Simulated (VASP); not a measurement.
Crystal: HfB.

```
Hf B
1.0
     0.00000    2.31000    2.31000
     2.31000    0.00000    2.31000
     2.31000    2.31000    0.00000
Hf B
1 1
Cartesian
  2.3100 2.3100 2.3100
  0.0000 0.0000 0.0000
```

| Quantity | Value |
| --- | --- |
| Program | VASP 6.6.1 |
| Task | relaxation of cell and atoms |
| Functional | PBE |
| Dispersion | D3(BJ) |
| Potentials or basis | VASP PAW PBE potentials, release 64 (Hf_pv, B) |
| Cutoff | 600 eV |
| k mesh | 10 × 10 × 10 |
| Occupations | fermi-dirac, width 0.05 eV |
| Spin | no spin polarisation |

At the start: pressure 25.0 GPa; volume 12.33 Å³/atom.

Where does the relaxation end?

Over 4 steps the energy falls by 104.9 meV/atom and the volume is 13.81 Å³/atom (+12.0 %); space group Fm-3m (No. 225, to 0.05 Å).

The path:
| step | energy change (eV) | largest force (eV/Å) | pressure (GPa) | volume (Å³) |
| --- | --- | --- | --- | --- |
| 1 | 0.0000 | 0.0000 | 25.02 | 24.65 |
| 2 | 0.1206 | 0.0000 | -20.42 | 32.18 |
| 3 | -0.2096 | 0.0000 | -0.70 | 27.71 |
| 4 | -0.2098 | 0.0000 | -0.11 | 27.61 |

Final structure:
```
Hf B
1.0
     0.00000    2.39891    2.39891
     2.39891    0.00000    2.39891
     2.39891    2.39891    0.00000
Hf B
1 1
Direct
  0.50000 0.50000 0.50000
  0.00000 0.00000 0.00000
```

Caveat: the volume moved by +12 % from the deposited cell, more than functionals usually miss; pairwise dispersion overbinds metals, which lowers pressure and volume.
